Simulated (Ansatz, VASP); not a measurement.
## One calculation of AlN, two programs

The input INCAR:

```
SYSTEM = AlN
PREC = Accurate
ENCUT = 600
EDIFF = 1E-6
ISMEAR = 0
SIGMA = 0.05
LREAL = .FALSE.
LASPH = .TRUE.
NELM = 120
ALGO = Normal
ISIF = 2
LWAVE = .FALSE.
LCHARG = .FALSE.
NBANDS = 16
GGA_COMPAT = .FALSE.
```

The input KPOINTS:

```
Automatic mesh
0
G
  9 9 6
  0 0 0
```

POSCAR

```
AlN
1.0
    3.3617974779      0.0000000000      0.0000000000
   -1.6808987390      2.9114020183      0.0000000000
    0.0000000000      0.0000000000      4.1875630000
Al N
2 2
Direct
    0.3333333333      0.6666666667      0.7500000000
    0.6666666667      0.3333333333      0.2500000000
    0.3333333333      0.6666666667      0.2500000000
    0.6666666667      0.3333333333      0.7500000000
```

Input for Ansatz:

```yaml
crystal:
  lattice:
    - [3.3617974779, 0.0, 0.0]
    - [-1.680898739, 2.9114020183, 0.0]
    - [0.0, 0.0, 4.187563]
  atoms:
    - { symbol: Al, position: [0.3333333333, 0.6666666667, 0.75] }
    - { symbol: Al, position: [0.6666666667, 0.3333333333, 0.25] }
    - { symbol: "N", position: [0.3333333333, 0.6666666667, 0.25] }
    - { symbol: "N", position: [0.6666666667, 0.3333333333, 0.75] }
basis:
  ecutwfc: 420
kpoints:
  mp_grid: { grid: [9, 9, 6] }
hamiltonian:
  xc: lda
scf:
  occupations: { method: gaussian, width: 0.05 }
output:
  forces: true
  stress: true
  eigenvalues: true
```

Change from the starting cell: strain +0.015 along x and y, +0.000 along z, atoms carried along.

Alike in both runs: task single point; functional LDA; k mesh 9 × 9 × 6; occupations gaussian, width 0.05 eV; no spin polarisation.

|  | VASP | Ansatz |
| --- | --- | --- |
| version | VASP 6.6.1 | Ansatz 0.2.0 |
| potentials or method | VASP PAW LDA potentials, release 64 (Al, N), cutoff 600 eV | scalar-relativistic, plane waves, PAW |
| valence electrons in the cell | 16 | 16 |

|  | VASP | Ansatz | Ansatz less VASP |
| --- | --- | --- | --- |
| gap on the k mesh at the Fermi level (eV) | 3.11 | 3.10 | -0.008 |
| least direct gap on the mesh (eV) | 3.11 | 3.10 | -0.008 |
| pressure (GPa) | -14.0 | -14.4 | -0.35 |
| traceless stress, the component that is largest in VASP (GPa) | 1.85 | 1.96 | +0.119 |

LDA's correlation is that of Perdew and Zunger in VASP and of Perdew and Wang (1992) in Ansatz.
